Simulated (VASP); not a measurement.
# Be2SbCl (P6/mmm) in VASP: notebook, part 2 of 2

VASP 6.6.1.

## (3) Single point, PBE

This run uses another cell than the first one, of 22.85 Å³/atom, 1.149 times its volume.

File INCAR:

```
ALGO = Normal
EDIFF = 1E-6
ENCUT = 520
GGA = PE
ISIF = 2
ISMEAR = 0
LASPH = T
LCHARG = F
LREAL = F
LWAVE = F
NBANDS = 16
NELM = 80
PREC = Accurate
SIGMA = 0.1
```

File KPOINTS:

```
k-points
0
Gamma
  6 6 4
```

File POSCAR:

```
Be2SbCl
1.0
    4.3109511704      0.0000000000      0.0000000000
   -2.1554755852      3.7333932280      0.0000000000
    0.0000000000      0.0000000000      5.6793273404
Be Sb Cl
2 1 1
Direct
    0.3333333333      0.6666666667      0.0000000000
    0.6666666667      0.3333333333      0.0000000000
    0.0000000000      0.0000000000      0.0000000000
    0.0000000000      0.0000000000      0.5000000000
```

Potentials or basis: VASP PAW PBE potentials, release 64 (Be, Sb, Cl).

Command:

```
$ cat potpaw_PBE.64/Be/POTCAR potpaw_PBE.64/Sb/POTCAR potpaw_PBE.64/Cl/POTCAR > POTCAR
$ mpirun -np 1 vasp_std > vasp.out
```

OUTCAR:

```text
EDIFF = 1E-6
   ENCUT = 520
   GGA = PE
   ISIF = 2
   ISMEAR = 0
   LASPH = T
   LREAL = F
   NELM = 80
   PREC = Accurate

 ion  position               nearest neighbor table
   1  0.333  0.667  0.000-   3 2.49   3 2.49   3 2.49
   2  0.667  0.333  0.000-   3 2.49   3 2.49   3 2.49
   3  0.000  0.000  0.000-   1 2.49   2 2.49   1 2.49   2 2.49   2 2.49   1 2.49   4 2.84   4 2.84

   4  0.000  0.000  0.500-   3 2.84   3 2.84

  LATTYP: Found a hexagonal cell.
 ALAT       =     4.3109511704
 C/A-ratio  =     1.3174186197

  Lattice vectors:

 A1 = (   4.3109511704,   0.0000000000,   0.0000000000)
 A2 = (  -2.1554755852,   3.7333932280,   0.0000000000)
 A3 = (   0.0000000000,   0.0000000000,   5.6793273404)

Analysis of symmetry for initial positions (statically):
=====================================================================
 Subroutine PRICEL returns:
 Original cell was already a primitive cell.

 Routine SETGRP: Setting up the symmetry group for a
 hexagonal supercell.

 Subroutine GETGRP returns: Found 24 space group operations
 (whereof 24 operations were pure point group operations)
 out of a pool of 24 trial point group operations.

The static configuration has the point symmetry D_6h.

Analysis of symmetry for dynamics (positions and initial velocities):
=====================================================================
 Subroutine PRICEL returns:
 Original cell was already a primitive cell.

 Routine SETGRP: Setting up the symmetry group for a
 hexagonal supercell.

 Subroutine GETGRP returns: Found 24 space group operations
 (whereof 24 operations were pure point group operations)
 out of a pool of 24 trial point group operations.

The dynamic configuration has the point symmetry D_6h.

 Subroutine INISYM returns: Found 24 space group operations
 (whereof 24 operations are pure point group operations),
 and found     1 'primitive' translations

----------------------------------------------------------------------------------------

                                     Primitive cell

  volume of cell :      91.4058

  direct lattice vectors                    reciprocal lattice vectors
     4.310951170  0.000000000  0.000000000     0.231967369  0.133926423  0.000000000
    -2.155475585  3.733393228  0.000000000     0.000000000  0.267852846  0.000000000
     0.000000000  0.000000000  5.679327340     0.000000000  0.000000000  0.176077190

  length of vectors
     4.310951170  4.310951170  5.679327340     0.267852846  0.267852846  0.176077190

  position of ions in fractional coordinates (direct lattice)
     0.333333333  0.666666667  0.000000000
     0.666666667  0.333333333  0.000000000
     0.000000000  0.000000000  0.000000000
     0.000000000  0.000000000  0.500000000

  ion indices of the primitive-cell ions
   primitive index   ion index
                 1           1
                 2           2
                 3           3
                 4           4

----------------------------------------------------------------------------------------

 KPOINTS: k-points

Automatic generation of k-mesh.
 Grid dimensions read from file:
 generate k-points for:    6    6    4

 Generating k-lattice:

  Cartesian coordinates                     Fractional coordinates (reciprocal lattice)
     0.038661228  0.022321070  0.000000000     0.166666667  0.000000000  0.000000000
     0.000000000  0.044642141  0.000000000     0.000000000  0.166666667  0.000000000
     0.000000000  0.000000000  0.044019298     0.000000000  0.000000000  0.250000000

  Length of vectors
     0.044642141  0.044642141  0.044019298

  Shift w.r.t. Gamma in fractional coordinates (k-lattice)
     0.000000000  0.000000000  0.000000000

 Subroutine IBZKPT returns following result:
 ===========================================

 Found     21 irreducible k-points:

 Following reciprocal coordinates:
            Coordinates               Weight
  0.000000  0.000000  0.000000      1.000000
  0.166667  0.000000  0.000000      6.000000
  0.333333 -0.000000  0.000000      6.000000
  0.500000  0.000000  0.000000      3.000000
  0.166667  0.166667  0.000000      6.000000
  0.333333  0.166667  0.000000     12.000000
[... 13 lines left out ...]
  0.333333  0.166667  0.500000     12.000000
  0.333333  0.333333  0.500000      2.000000
   k-points           NKPTS =     21   k-points in BZ     NKDIM =     21   number of bands    NBANDS=     16
   number of dos      NEDOS =    301   number of ions     NIONS =      4
   total plane-waves  NPLWV =  43008
   dimension x,y,z NGX =    32 NGY =   32 NGZ =   42
   dimension x,y,z NGXF=    64 NGYF=   64 NGZF=   84
   ions per type =               2   1   1
   NGX,Y,Z   is equivalent  to a cutoff of  12.34, 12.34, 12.29 a.u.
   NGXF,Y,Z  is equivalent  to a cutoff of  24.68, 24.68, 24.59 a.u.
 SYSTEM =  unknown system
   PREC   = accura    normal or accurate (medium, high low for compatibility)
   ISTART =      0    job   : 0-new  1-cont  2-samecut
   ICHARG =      2    charge: 1-file 2-atom 10-const
   ISPIN  =      1    spin polarized calculation?
   LNONCOLLINEAR =      F non collinear calculations
   LSORBIT =      F    spin-orbit coupling
   LASPH  =      T    aspherical Exc in radial PAW
   ENCUT  =  520.0 eV  38.22 Ry    6.18 a.u.   8.02  8.02 10.56*2*pi/ulx,y,z
   NELM   =     80;   NELMIN=  2; NELMDL= -5     # of ELM steps
   EDIFF  = 0.1E-05   stopping-criterion for ELM
   LREAL  =      F    real-space projection
   EDIFFG = 0.1E-04   stopping-criterion for IOM
   NSW    =      0    number of steps for IOM
   IBRION =     -1    ionic relax: 0-MD 1-quasi-New 2-CG
   NFREE  =      0    steps in history (QN), initial steepest desc. (CG)
   ISIF   =      2    stress and relaxation
   ISYM   =      2    0-nonsym 1-usesym 2-fastsym
   POTIM  = 0.5000    time-step for ionic-motion
   TEBEG  =    0.0;   TEEND  =   0.0 temperature during run
   PSTRESS=    0.0 pullay stress
   NELECT =      16.0000    total number of electrons
   NUPDOWN=      -1.0000    fix difference up-down
   EMIN   =  10.00;   EMAX   =-10.00  energy-range for DOS
   EFERMI =   0.00;   METHOD = LEGACY
   ISMEAR =     0;   SIGMA  =   0.10  broadening in eV -4-tet -1-fermi 0-gaus
   EFERMI_NEDOS =   21; number of points for ismear=-14 and -15
   IALGO  =     38    algorithm
   IMIX   =      4    mixing-type and parameters
     AMIX     =   0.40;   BMIX     =  1.00
     AMIX_MAG =   1.60;   BMIX_MAG =  1.00
  volume/ion in A,a.u.               =      22.85       154.21
  Fermi-wavevector in a.u.,A,eV,Ry     =   0.915778  1.730570 11.410519  0.838649
  Thomas-Fermi vector in A             =   2.040558
   LORBIT       =      0    0 simple, 1 ext, 2 COOP (PROOUT), +10 PAW based schemes
   GGA     = PE    functional components
   LHFCALC =     F    Hartree Fock is set to
   AEXX    =    0.0000 exact exchange contribution
   IVDW    =     0    specifies the selected vdW correction
   LEPSILON=     F    determine dielectric tensor
   LRPA    =     F    only Hartree local field effects (RPA)
 non-spin polarized calculation
 Gauss-broadening in eV      SIGMA  =   0.10
  energy-cutoff  :      520.00
  volume of cell :       91.41
 maximum number of plane-waves:      2478
   NGX = 17   NGY = 17   NGZ = 21

 number of electron      15.9999998 magnetization

 Free energy of the ion-electron system (eV)
  ---------------------------------------------------
  ext. energy  EPLUGINS =         0.00000000
  ---------------------------------------------------
  free energy    TOTEN  =       -11.55795625 eV

  energy without entropy =      -11.55125217  energy(sigma->0) =      -11.55460421

 E-fermi :   3.5106     XC(G=0):  -8.2585

 val. band max:        3.5026002672   @ k =   0.1667   0.0000   0.0000
 cond. band min:       3.6284662754   @ k =   0.1667   0.1667   0.0000
 fundamental gap:      0.1258660082
 Fermi energy:         3.5105577502

 k-point     1 :       0.0000    0.0000    0.0000
  band No.  band energies     occupation
      1     -11.5616      2.00000
      2      -7.7217      2.00000
      3      -2.2568      2.00000
      4       0.4220      2.00000
      5       0.4220      2.00000
      6       1.9240      2.00000
[... 376 lines left out ...]
      3      -2.7569      2.00000
      4      -2.7569      2.00000
      5       0.3228      2.00000
      6       0.3228      2.00000
[... 8 lines left out ...]
     15      11.7788      0.00000
     16      12.0712      0.00000

------------------------ aborting loop because EDIFF is reached ----------------------------------------

  FORCE on cell =-STRESS in cart. coord.  units (eV):
  Direction    XX          YY          ZZ          XY          YZ          ZX
  --------------------------------------------------------------------------------------
  -------------------------------------------------------------------------------------
  Total        0.1436923      0.1436923      0.0157815      0.0000000      0.0000000      0.0000000
  in kB        2.5186646      2.5186646      0.2766216      0.0000000      0.0000000      0.0000000
  external PRESSURE =       1.7713169 kB  Pullay stress =       0.0000000 kB

 VOLUME and BASIS-vectors are now :
 -----------------------------------------------------------------------------
  energy-cutoff  :      520.00
  volume of cell :       91.41
      direct lattice vectors                 reciprocal lattice vectors
     4.310951170  0.000000000  0.000000000     0.231967369  0.133926423  0.000000000
    -2.155475585  3.733393228  0.000000000     0.000000000  0.267852846  0.000000000
     0.000000000  0.000000000  5.679327340     0.000000000  0.000000000  0.176077190

 POSITION                                       TOTAL-FORCE (eV/Angst)
 -----------------------------------------------------------------------------------
     -0.00000      2.48893      0.00000        -0.000000      0.000000      0.000000
      2.15548      1.24446      0.00000         0.000000     -0.000000      0.000000
      0.00000      0.00000      0.00000         0.000000      0.000000      0.000000
      0.00000      0.00000      2.83966        -0.000000      0.000000      0.000000
 -----------------------------------------------------------------------------------
    total drift:                                0.000000     -0.000000     -0.000000

  FREE ENERGIE OF THE ION-ELECTRON SYSTEM (eV)
  ---------------------------------------------------
  free  energy   TOTEN  =       -11.5579562458 eV

  energy  without entropy=      -11.5512521717  energy(sigma->0) =      -11.55460421
```

OSZICAR:

```text
N       E                     dE             d eps       ncg     rms          rms(c)
DAV:   1     0.636366089854E+02    0.63637E+02   -0.56641E+03   672   0.787E+02
DAV:   2    -0.570244520187E+01   -0.69339E+02   -0.61548E+02   920   0.144E+02
DAV:   3    -0.118541140997E+02   -0.61517E+01   -0.60628E+01   912   0.446E+01
DAV:   4    -0.119317451596E+02   -0.77631E-01   -0.77613E-01   864   0.589E+00
DAV:   5    -0.119332330854E+02   -0.14879E-02   -0.14878E-02   928   0.856E-01    0.628E+00
DAV:   6    -0.115980471850E+02    0.33519E+00   -0.50694E-01   824   0.355E+00    0.365E+00
DAV:   7    -0.115584854065E+02    0.39562E-01   -0.12822E-01   832   0.177E+00    0.130E+00
DAV:   8    -0.115570975933E+02    0.13878E-02   -0.12042E-02   872   0.684E-01    0.195E-01
DAV:   9    -0.115575308369E+02   -0.43324E-03   -0.14335E-03   872   0.222E-01    0.973E-02
DAV:  10    -0.115578850035E+02   -0.35417E-03   -0.40588E-04   800   0.105E-01    0.319E-02
DAV:  11    -0.115579528254E+02   -0.67822E-04   -0.73849E-05   848   0.485E-02    0.153E-02
DAV:  12    -0.115579546208E+02   -0.17954E-05   -0.61558E-06   896   0.146E-02    0.860E-03
DAV:  13    -0.115579561834E+02   -0.15626E-05   -0.39857E-06   840   0.104E-02    0.373E-03
DAV:  14    -0.115579562458E+02   -0.62350E-07   -0.59360E-08   472   0.157E-03
   1 F= -.11557956E+02 E0= -.11554604E+02  d E =-.670407E-02
```

Wall time 33 s (1 thread of Intel Xeon Platinum 8375C at 2.90GHz (Ice Lake), shared host); peak memory 0.2 GiB.

Results:

| Property | Result |
| --- | --- |
| Free energy | -11.5580 eV |
| Pressure | 0.2 GPa |
| Band gap on the k mesh | zero (band 8 reaches 4.71 eV, above the bottom of band 9 at 2.89 eV) |

Stress tensor (GPa, compression positive):
```
0.25 0.00 0.00
0.00 0.25 0.00
0.00 0.00 0.03
```

Caveat: spin-orbit coupling is left out, which moves the levels of the heavy elements.
